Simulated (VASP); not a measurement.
# BN: single point with r2SCAN

Crystal: BN.

```
B N
1.0
     2.34962    0.00000    0.00000
    -1.17481    2.03483    0.00000
     0.00000    0.00000    4.22685
B N
2 2
Cartesian
  1.1748 0.6783 4.2257
  0.0000 1.3566 2.1123
  1.1748 0.6783 2.6430
  0.0000 1.3566 0.5295
```

This cell differs from its parent crystal: strain -0.080 along x and y, +0.000 along z.

```
Program             : VASP 6.6.1
Task                : single point
Functional          : r2SCAN
Potentials or basis : VASP PAW PBE potentials, release 64 (B, N)
Cutoff              : 520 eV
k mesh              : 12 × 12 × 6
Occupations         : gaussian, width 0.05 eV
Spin                : no spin polarisation
```

The pressure is 85.9 GPa, the largest force is 0.544 eV/Å and the band gap on the k mesh is 5.01 eV (least direct gap 7.07 eV).

Forces in eV/Å, atoms in the order of the input:
```
B    0.000  0.000 -0.544
B    0.000  0.000 -0.544
N    0.000  0.000  0.544
N    0.000  0.000  0.544
```

Stress tensor (GPa, compression positive):
```
124.92   0.00   0.00
  0.00 124.92   0.00
  0.00   0.00   7.87
```

Levels at points of the mesh, in eV from the valence-band top:
```tsv
k point	band 5	band 6	band 7	band 8	band 9	band 10	band 11	band 12
(0.00, 0.00, 0.00)	-1.91	-1.02	0.00	0.00	7.07	10.56	10.56	14.02
(0.50, 0.00, 0.00)	-8.11	-5.61	-5.33	-2.97	8.22	8.70	12.75	13.02
(0.00, 0.00, 0.50)	-1.04	-1.04	-1.04	-1.04	12.10	12.10	12.10	12.10
(0.50, 0.00, 0.50)	-4.85	-4.85	-4.46	-4.46	7.09	7.09	11.56	11.56
```

It took 120 s on 1 thread of Intel Xeon 8259CL, on a shared host, peak memory 0.14 GiB.

Caveat: the cell differs from its parent crystal (strain -0.080 along x and y, +0.000 along z); the stress differs along the axes, from 8 to 125 GPa; the PAW data sets were made with another functional, which shifts forces and pressure a little. A k mesh can miss the band edges.
